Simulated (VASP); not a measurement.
# Cu (I4/mmm) in VASP: further runs

Cu is run at these levels: PBEsol; tasks: single point.

Program: VASP 6.6.1. These are calculated values, not measurements. Logs are shortened: lines on timing, memory, paths and dates and some standing lists are left out, and cuts for length are marked.

## Step 1: The cell of the first run

The structure is tetragonal, space group I4/mmm (No. 139). Conventional cell: a = 2.245 Å, b = 2.245 Å, c = 4.489 Å, α = 90.00°, β = 90.00°, γ = 90.00°. Within 3.0 Å of Cu (site symmetry 4/mmm) lie 12 Cu at 2.24 to 2.75 Å.

## Step 2: Single point, PBEsol

Contents of INCAR:

```
ALGO = Fast
EDIFF = 1E-6
ENCUT = 520
GGA = PS
ISIF = 2
ISMEAR = 0
LASPH = True
LCHARG = False
LREAL = False
LWAVE = False
NBANDS = 12
NELM = 100
PREC = Accurate
SIGMA = 0.15
```

Contents of KPOINTS:

```
k-points
0
Gamma
  32 32 32
```

Contents of POSCAR:

```
Cu
1.0
    0.0000000000      1.5873816897      2.2445577093
    1.5873816897      0.0000000000      2.2445577093
    1.5873816897      1.5873816897      0.0000000000
Cu
1
Direct
    0.0000000000      0.0000000000      0.0000000000
```

Potentials or basis: VASP PAW PBE potentials, release 64 (Cu).

Command:

```bash
> cat potpaw_PBE.64/Cu/POTCAR > POTCAR
> mpirun -np 1 vasp_std > vasp.out
```

OUTCAR:

```text
EDIFF = 1E-6
   ENCUT = 520
   GGA = PS
   ISIF = 2
   ISMEAR = 0
   LASPH = True
   LREAL = False
   NELM = 100
   PREC = Accurate

 ion  position               nearest neighbor table
   1  0.000  0.000  0.000-

  LATTYP: Found a body centered tetragonal cell.
 ALAT       =     2.2448967142
 C/A-ratio  =     1.9996979773

  Lattice vectors:

 A1 = (  -1.5873816897,   0.0000000000,   2.2445577093)
 A2 = (   1.5873816897,   0.0000000000,   2.2445577093)
 A3 = (   0.0000000000,   1.5873816897,  -2.2445577093)

Analysis of symmetry for initial positions (statically):
=====================================================================
 Subroutine PRICEL returns:
 Original cell was already a primitive cell.

 Routine SETGRP: Setting up the symmetry group for a
 body centered tetragonal supercell.

 Subroutine GETGRP returns: Found 16 space group operations
 (whereof 16 operations were pure point group operations)
 out of a pool of 16 trial point group operations.

The static configuration has the point symmetry D_4h.

Analysis of symmetry for dynamics (positions and initial velocities):
=====================================================================
 Subroutine PRICEL returns:
 Original cell was already a primitive cell.

 Routine SETGRP: Setting up the symmetry group for a
 body centered tetragonal supercell.

 Subroutine GETGRP returns: Found 16 space group operations
 (whereof 16 operations were pure point group operations)
 out of a pool of 16 trial point group operations.

The dynamic configuration has the point symmetry D_4h.

 Subroutine INISYM returns: Found 16 space group operations
 (whereof 16 operations are pure point group operations),
 and found     1 'primitive' translations

----------------------------------------------------------------------------------------

                                     Primitive cell

  volume of cell :      11.3116

  direct lattice vectors                    reciprocal lattice vectors
     0.000000000  1.587381690  2.244557709    -0.314984104  0.314984104  0.222761036
     1.587381690  0.000000000  2.244557709     0.314984104 -0.314984104  0.222761036
     1.587381690  1.587381690  0.000000000     0.314984104  0.314984104 -0.222761036

  length of vectors
     2.749148948  2.749148948  2.244896714     0.498048643  0.498048643  0.498048643

  position of ions in fractional coordinates (direct lattice)
     0.000000000  0.000000000  0.000000000

  ion indices of the primitive-cell ions
   primitive index   ion index
                 1           1

----------------------------------------------------------------------------------------
[... 83 lines left out ...]
   EMIN   =  10.00;   EMAX   =-10.00  energy-range for DOS
   EFERMI =   0.00;   METHOD = LEGACY
   ISMEAR =     0;   SIGMA  =   0.15  broadening in eV -4-tet -1-fermi 0-gaus
   EFERMI_NEDOS =   21; number of points for ismear=-14 and -15
   IALGO  =     68    algorithm
   IMIX   =      4    mixing-type and parameters
     AMIX     =   0.40;   BMIX     =  1.00
     AMIX_MAG =   1.60;   BMIX_MAG =  1.00
  volume/ion in A,a.u.               =      11.31        76.33
  Fermi-wavevector in a.u.,A,eV,Ry     =   1.621927  3.064997 35.792115  2.630646
  Thomas-Fermi vector in A             =   2.715623
   LORBIT       =      0    0 simple, 1 ext, 2 COOP (PROOUT), +10 PAW based schemes
   GGA     = PS    functional components
   LHFCALC =     F    Hartree Fock is set to
   AEXX    =    0.0000 exact exchange contribution
   IVDW    =     0    specifies the selected vdW correction
   LEPSILON=     F    determine dielectric tensor
   LRPA    =     F    only Hartree local field effects (RPA)
 non-spin polarized calculation
 RMM-DIIS sequential band-by-band and
 Gauss-broadening in eV      SIGMA  =   0.15
  energy-cutoff  :      520.00
  volume of cell :       11.31
 maximum number of plane-waves:       322
   NGX = 11   NGY = 11   NGZ =  9

 number of electron      10.9999984 magnetization

 Free energy of the ion-electron system (eV)
  ---------------------------------------------------
  ext. energy  EPLUGINS =         0.00000000
  ---------------------------------------------------
  free energy    TOTEN  =        -3.96039342 eV

  energy without entropy =       -3.95695246  energy(sigma->0) =       -3.95867294

 E-fermi :   7.9327     XC(G=0): -13.1282

 val. band max:        7.9322984181   @ k =  -0.4375   0.3750   0.1250
 cond. band min:       7.9349919844   @ k =  -0.4375   0.4062   0.0938
 fundamental gap:      0.0026935663
 Fermi energy:         7.9326628081

 k-point     1 :       0.0000    0.0000    0.0000
  band No.  band energies     occupation
      1      -1.7438      2.00000
      2       3.4923      2.00000
      3       4.3928      2.00000
      4       5.6302      2.00000
      5       5.6302      2.00000
      6       6.4447      2.00000
      7      27.4516      0.00000
      8      32.0609      0.00000
      9      33.0668      0.00000
     10      35.3921      0.00000
     11      35.3921      0.00000
     12      36.1035      0.00000
[... 331 lines left out ...]
 k-point    24 :       0.2188    0.0313    0.0000
  band No.  band energies     occupation
      1      -0.2051      2.00000
      2       3.7781      2.00000
      3       4.4935      2.00000
      4       5.4172      2.00000
      5       5.7972      2.00000
      6       6.1626      2.00000
      7      23.8574      0.00000
      8      24.5514      0.00000
      9      31.4299      0.00000
     10      34.1951      0.00000
     11      34.8604      0.00000
     12      38.1117      0.00000

 [... further k-points ...]

------------------------ aborting loop because EDIFF is reached ----------------------------------------

  FORCE on cell =-STRESS in cart. coord.  units (eV):
  Direction    XX          YY          ZZ          XY          YZ          ZX
  --------------------------------------------------------------------------------------
  -------------------------------------------------------------------------------------
  Total        2.1799078      2.1799078     -1.5816740      0.0000000     -0.0000000      0.0000000
  in kB      308.7629723    308.7629723   -224.0289020      0.0000000     -0.0000000      0.0000000
  external PRESSURE =     131.1656809 kB  Pullay stress =       0.0000000 kB

 VOLUME and BASIS-vectors are now :
 -----------------------------------------------------------------------------
  energy-cutoff  :      520.00
  volume of cell :       11.31
      direct lattice vectors                 reciprocal lattice vectors
     0.000000000  1.587381690  2.244557709    -0.314984104  0.314984104  0.222761036
     1.587381690  0.000000000  2.244557709     0.314984104 -0.314984104  0.222761036
     1.587381690  1.587381690  0.000000000     0.314984104  0.314984104 -0.222761036

 POSITION                                       TOTAL-FORCE (eV/Angst)
 -----------------------------------------------------------------------------------
      0.00000      0.00000      0.00000         0.000000      0.000000      0.000000
 -----------------------------------------------------------------------------------
    total drift:                                0.000000     -0.000000      0.000000

  FREE ENERGIE OF THE ION-ELECTRON SYSTEM (eV)
  ---------------------------------------------------
  free  energy   TOTEN  =        -3.9603934248 eV

  energy  without entropy=       -3.9569524598  energy(sigma->0) =       -3.95867294
```

Run time: 3.3 min. Hardware: 1 thread of Intel Xeon Platinum 8488C (Sapphire Rapids), shared host; peak memory 0.41 GiB.

Results:

| Item | Value |
| --- | --- |
| Free energy | -3.9604 eV |
| Pressure | 13.1 GPa |
| Band gap on the k mesh | zero (an odd number of electrons rules out a gap without spin polarisation) |

Stress tensor (GPa, compression positive):
```
 30.88   0.00   0.00
  0.00  30.88   0.00
  0.00   0.00 -22.40
```

Levels at points of the mesh, in eV from the Fermi level:
```
           k point  band 3  band 4  band 5  band 6  band 7  band 8  band 9  band 10
(0.00, 0.00, 0.00)   -3.54   -2.30   -2.30   -1.49   19.52   24.13   25.13    27.46
(0.50, 0.00, 0.00)   -2.51   -1.73   -1.62   -0.77    4.61   13.97   19.71    27.55
(0.50, 0.50, 0.00)   -2.21   -1.59   -1.59   -1.40    2.23   19.70   19.70    23.48
(0.50, 0.00, 0.50)   -2.39   -1.89   -0.74    4.45   10.75   11.47   12.65    16.92
```

Caveat: the stress differs along the axes, from -22 to 31 GPa; the PAW data sets were made with another functional, which shifts forces and pressure a little.

## Step 3: Single point, PBEsol

This run uses another cell than the first one, of the same volume but with other edges.

Contents of INCAR:

```
SYSTEM = Cu
PREC = Accurate
ENCUT = 520
EDIFF = 1E-7
ISMEAR = 0
SIGMA = 0.15
LREAL = .FALSE.
LASPH = .TRUE.
NELM = 100
ALGO = Fast
ISIF = 2
LWAVE = .FALSE.
LCHARG = .TRUE.
GGA = PS
LELF = .TRUE.
LVHAR = .TRUE.
NBANDS = 12
```

Contents of KPOINTS:

```
Automatic mesh
0
G
  32 32 32
  0 0 0
```

Contents of POSCAR:

```
Cu
1.0
    0.0000000000      1.8808674660      1.5987373461
    1.8808674660      0.0000000000      1.5987373461
    1.8808674660      1.8808674660      0.0000000000
Cu
1
Direct
    0.0000000000      0.0000000000      0.0000000000
```

Potentials or basis: VASP PAW PBE potentials, release 64 (Cu).

Command:

```bash
> cat potpaw_PBE.64/Cu/POTCAR > POTCAR
> mpirun -np 1 vasp_std > vasp.out
```

It took 3.1 min on 1 thread of Intel Xeon Platinum 8488C (Sapphire Rapids), shared host; peak memory 0.4 GiB.

Results (log left out):

```
Free energy            : -4.2884 eV
Pressure               : 1.5 GPa
Band gap on the k mesh : zero (an odd number of electrons rules out a gap without spin polarisation)
```

Stress tensor (GPa, compression positive):
```
0.20 0.00 0.00
0.00 0.20 0.00
0.00 0.00 4.03
```

Levels at points of the mesh, in eV from the Fermi level:
```
           k point  band 2  band 3  band 4  band 5  band 6  band 7  band 8  band 9  band 10  band 11
(0.00, 0.00, 0.00)   -3.34   -3.34   -2.73   -2.64   -2.01   23.46   25.77   25.77    26.91    28.44
(0.50, 0.00, 0.00)   -3.62   -2.74   -1.87   -1.50   -1.08    4.08   19.68   20.21    23.63    26.28
(0.50, 0.50, 0.00)   -4.76   -1.67   -1.51   -1.51    4.19   10.50   10.86   10.86    15.94    18.58
(0.50, 0.00, 0.50)   -4.50   -1.79   -1.79   -1.36    0.31    6.00   15.01   15.09    19.40    22.51
```

Caveat: the PAW data sets were made with another functional, which shifts forces and pressure a little.

## Step 4: Single point, PBEsol

This run uses another cell than the first one, of the same volume but with other edges.

Contents of INCAR:

```
PREC = Accurate ; ENCUT = 520
EDIFF = 1E-7 ; ISMEAR = 0
SIGMA = 0.15 ; LREAL = F
LASPH = T ; NELM = 80
ALGO = Fast ; ISIF = 2
LWAVE = F ; LCHARG = T
GGA = PS ; LELF = T
LVHAR = T ; NBANDS = 12
```

Contents of KPOINTS:

```
Automatic mesh
0
Gamma
  32 32 32
```

Contents of POSCAR:

```
Cu
1.0
    0.0000000000      1.6766307265      2.0119568718
    1.6766307265      0.0000000000      2.0119568718
    1.6766307265      1.6766307265      0.0000000000
Cu
1
Direct
    0.0000000000      0.0000000000      0.0000000000
```

Command:

```bash
> cat potpaw_PBE.64/Cu/POTCAR > POTCAR
> mpirun -np 1 vasp_std > vasp.out
```

Run time: 3.3 min. Hardware: 1 thread of Intel Xeon Platinum 8488C (Sapphire Rapids), shared host; peak memory 0.42 GiB.

Results (log left out):

```yaml
Free_energy: -4.2368 eV
Pressure: 3.4 GPa
Band_gap_on_the_k_mesh: zero (an odd number of electrons rules out a gap without spin polarisation)
```

Stress tensor (GPa, compression positive):
```
 10.06   0.00   0.00
  0.00  10.06   0.00
  0.00   0.00 -10.00
```

Levels at points of the mesh, in eV from the Fermi level:
```
           k point  band 3  band 4  band 5  band 6  band 7  band 8  band 9  band 10
(0.00, 0.00, 0.00)   -2.87   -2.74   -2.74   -1.83   23.58   25.06   26.47    26.47
(0.50, 0.00, 0.00)   -2.74   -1.79   -1.55   -1.04    4.14   17.30   22.44    24.67
(0.50, 0.50, 0.00)   -1.58   -1.56   -1.56   -0.82    4.43   16.53   16.53    20.68
(0.50, 0.00, 0.50)   -1.90   -1.78   -1.14    2.91    9.11   12.09   12.56    17.14
```

Caveat: the stress differs along the axes, from -10 to 10 GPa; the PAW data sets were made with another functional, which shifts forces and pressure a little.

## Step 5: Single point, PBEsol

This run uses another cell than the first one, of the same volume but with other edges.

Contents of INCAR:

```
PREC = Accurate
ENCUT = 520
EDIFF = 1E-6
ISMEAR = 0
SIGMA = 0.15
LREAL = False
LASPH = True
NELM = 60
ALGO = Fast
ISIF = 2
LWAVE = False
LCHARG = False
GGA = PS
NBANDS = 12
```

KPOINTS is that of step 4.

Contents of POSCAR:

```
Cu
1.0
    0.0000000000      1.9355287890      1.5097124554
    1.9355287890      0.0000000000      1.5097124554
    1.9355287890      1.9355287890      0.0000000000
Cu
1
Direct
    0.0000000000      0.0000000000      0.0000000000
```

Command:

```bash
> cat potpaw_PBE.64/Cu/POTCAR > POTCAR
> mpirun -np 1 vasp_std > vasp.out
```

It took 4.2 min on 1 thread of Intel Xeon Platinum 8488C (Sapphire Rapids), shared host; peak memory 0.42 GiB.

The run converged. Its results:

- Free energy: -4.2760 eV
- Pressure: 1.6 GPa
- Band gap on the k mesh: zero (an odd number of electrons rules out a gap without spin polarisation)

Stress tensor (GPa, compression positive):
```
0.92 0.00 0.00
0.00 0.92 0.00
0.00 0.00 2.99
```

Levels at points of the mesh, in eV from the Fermi level:
```tsv
k point	band 4	band 5	band 6	band 7	band 8	band 9
(0.00, 0.00, 0.00)	-2.97	-2.39	-2.01	24.21	25.79	25.79
(0.50, 0.00, 0.00)	-1.97	-1.42	-0.95	4.27	18.76	19.11
(0.50, 0.50, 0.00)	-1.52	-1.52	5.99	9.65	9.65	12.24
(0.50, 0.00, 0.50)	-1.91	-1.35	-0.20	5.31	16.26	16.27
```

Caveat: the PAW data sets were made with another functional, which shifts forces and pressure a little.

## Step 6: Single point, PBEsol

This run uses another cell than the first one, of the same volume but with other edges.

Contents of INCAR:

```
SYSTEM = Cu
  ALGO = Fast
  EDIFF = 1E-6
  ENCUT = 520
  GGA = PS
  ISIF = 2
  ISMEAR = 0
  LASPH = .True.
  LCHARG = .False.
  LREAL = .False.
  LWAVE = .False.
  NBANDS = 12
  NELM = 100
  PREC = Accurate
  SIGMA = 0.15
```

Contents of KPOINTS:

```
k-points
0
Gamma
  32 32 32
  0 0 0
```

Contents of POSCAR:

```
Cu
1.0
    0.0000000000      1.6324882053      2.1222346668
    1.6324882053      0.0000000000      2.1222346668
    1.6324882053      1.6324882053      0.0000000000
Cu
1
Direct
    0.0000000000      0.0000000000      0.0000000000
```

Potentials or basis: VASP PAW PBE potentials, release 64 (Cu).

Command:

```bash
> cat potpaw_PBE.64/Cu/POTCAR > POTCAR
> mpirun -np 1 vasp_std > vasp.out
```

Wall time 3.6 min (1 thread of Intel Xeon Platinum 8488C (Sapphire Rapids), shared host); peak memory 0.41 GiB.

The run converged. Its results:

```
Free energy            : -4.1344 eV
Pressure               : 6.7 GPa
Band gap on the k mesh : zero (an odd number of electrons rules out a gap without spin polarisation)
```

Stress tensor (GPa, compression positive):
```
 18.30   0.00   0.00
  0.00  18.30   0.00
  0.00   0.00 -16.60
```

Levels at points of the mesh, in eV from the Fermi level:
```csv
k point,band 2,band 3,band 4,band 5,band 6,band 7,band 8,band 9,band 10,band 11
"(0.00, 0.00, 0.00)",-4.11,-3.18,-2.52,-2.52,-1.65,22.75,24.23,26.78,26.90,26.90
"(0.50, 0.00, 0.00)",-3.83,-2.60,-1.78,-1.56,-0.92,4.34,15.56,21.04,26.04,27.87
"(0.50, 0.50, 0.00)",-4.73,-1.58,-1.58,-1.56,-1.50,3.30,18.04,18.04,22.00,25.16
"(0.50, 0.00, 0.50)",-4.43,-2.12,-1.84,-0.95,3.64,9.90,11.73,12.52,16.97,19.83
```

Caveat: the stress differs along the axes, from -17 to 18 GPa; the PAW data sets were made with another functional, which shifts forces and pressure a little.

## Step 7: Summary

```csv
cell,further INCAR settings,gap on the mesh (eV),pressure (GPa)
"a = 2.749, b = 2.749, c = 2.245 Å, angles 65.9, 65.9, 48.2°, 1 atom",ALGO = Fast; EDIFF = 1e-06; NBANDS = 12,none,13.1
"a = 2.469, b = 2.469, c = 2.660 Å, angles 57.4, 57.4, 65.2°, 1 atom",ALGO = Fast; EDIFF = 1e-07; NBANDS = 12,none,1.5
"a = 2.619, b = 2.619, c = 2.371 Å, angles 63.1, 63.1, 53.8°, 1 atom",ALGO = Fast; EDIFF = 1e-07; NBANDS = 12,none,3.4
"a = 2.455, b = 2.455, c = 2.737 Å, angles 56.1, 56.1, 67.8°, 1 atom",ALGO = Fast; EDIFF = 1e-06; NBANDS = 12,none,1.6
"a = 2.677, b = 2.677, c = 2.309 Å, angles 64.5, 64.5, 51.1°, 1 atom",ALGO = Fast; EDIFF = 1e-06; NBANDS = 12,none,6.7
```

Alike in all rows: task single point; level PBEsol; potentials or basis VASP PAW PBE potentials, release 64 (Cu); no spin polarisation; k mesh 32 × 32 × 32; cutoff (eV) 520; smearing gaussian 0.15 eV.

Caveats: the PAW data sets were made with another functional, which shifts forces and pressure a little; the stress differs along the axes, from -22 to 31 GPa (at least some runs); the stress differs along the axes, from -10 to 10 GPa (at least some runs); the stress differs along the axes, from -17 to 18 GPa (at least some runs).

Absolute energies hang on the potentials; compare differences alone.
